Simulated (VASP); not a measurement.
Input of a VASP 6.6.1 run:

Contents of INCAR:

```
SYSTEM = Te2Mo
PREC = Accurate
ENCUT = 520
EDIFF = 1E-7
ISMEAR = -1
SIGMA = 0.02
LREAL = .FALSE.
LASPH = .TRUE.
NELM = 100
ALGO = Normal
ISIF = 2
LWAVE = .FALSE.
LCHARG = .TRUE.
GGA = PE
IVDW = 13
LELF = .TRUE.
LVHAR = .TRUE.
NBANDS = 20
```

KPOINTS

```
Automatic mesh
0
G
  8 8 8
  0 0 0
```

File POSCAR:

```
Te2Mo
1.0
    1.7254603879      0.9961950194      6.8590217708
   -1.7254603879      0.9961950194      6.8590217708
    0.0000000000     -1.9923900389      6.8590217708
Mo Te
1 2
Direct
    0.0000000000      0.0000000000      0.0000000000
    0.2424933783      0.2424933783      0.2424933783
    0.7575066217      0.7575066217      0.7575066217
```

Potentials or basis: VASP PAW PBE potentials, release 64 (Mo_sv, Te).

Command:

```bash
$ cat potpaw_PBE.64/Mo_sv/POTCAR potpaw_PBE.64/Te/POTCAR > POTCAR
$ mpirun -np 1 vasp_std > vasp.out
```

Question: Estimate the band gap on the k mesh.

Answer: Zero (bands 13 and 14 overlap by 0.02 eV).

Question: Predict the dispersion energy per atom.

Answer: -0.590 eV.

Forces in eV/Å, atoms in the order of the input:
```
Mo   0.000  0.000  0.000
Te   0.000  0.000 -0.014
Te   0.000  0.000  0.014
```

Caveat: spin-orbit coupling is left out, which moves the levels of the heavy elements.
